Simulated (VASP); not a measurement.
Crystal: FeO (Wuestite).

```
Fe O
1.0
     0.00000    2.14093    2.14093
     2.14093    0.00000    2.14093
     2.14093    2.14093    0.00000
Fe O
1 1
Direct
  0.00000 0.00000 0.00000
  0.50000 0.50000 0.50000
```

Program: VASP 6.6.1. Alike in all runs: task single point; spin collinear, ferromagnetic start; cell as given; k mesh 11 × 11 × 11; cutoff (eV) 520; smearing fermi-dirac 0.05 eV.

Task: Order these runs on this cell by their pressure, lowest first.
A. level PBE; potentials or basis VASP PAW PBE potentials, release 64 (Fe, O)
B. level BLYP+D4; potentials or basis VASP PAW PBE potentials, release 64 (Fe, O)
C. level PBEsol; potentials or basis VASP PAW PBE potentials, release 64 (Fe, O)
D. level LDA; potentials or basis VASP PAW LDA potentials, release 64 (Fe, O)

Result: D (-12.3 GPa), C (-4.6 GPa), A (3.8 GPa), B (124.1 GPa).

Caveats: a cell with one magnetic atom can't hold antiferromagnetic order, which such compounds often take; the PAW data sets were made with another functional, which shifts forces and pressure a little (some runs); pairwise dispersion overbinds metals, which lowers pressure and volume (some runs).
